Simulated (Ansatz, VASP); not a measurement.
RbBr in VASP and in Ansatz

```
Rb Br
1.0
     4.12425    0.00000    0.00000
     0.00000    4.12425    0.00000
     0.00000    0.00000    3.97248
Rb Br
1 1
Direct
  0.00000 0.00000 0.00000
  0.50000 0.50000 0.50000
```

Change from the starting cell: uniaxial_z strain -3.7%.

Alike in both runs: task single point; functional PBE; k mesh 6 × 6 × 6; occupations fermi-dirac, width 0.02 eV; no spin polarisation.

|  | VASP | Ansatz |
| --- | --- | --- |
| version | VASP 6.6.1 | Ansatz 0.2.0 |
| potentials or method | VASP PAW PBE potentials, release 64 (Rb_sv, Br) | plane waves, PAW |
| plane-wave cutoff (eV) | 520 | 420 |
| valence electrons in the cell | 16 | 16 |

```csv
,VASP,Ansatz,Ansatz less VASP
gap on the k mesh at the Fermi level (eV),4.08,4.08,+0.003
pressure (GPa),1.6,1.6,-0.03
"traceless stress, the component that is largest in VASP (GPa)",0.79,0.79,0.000
```
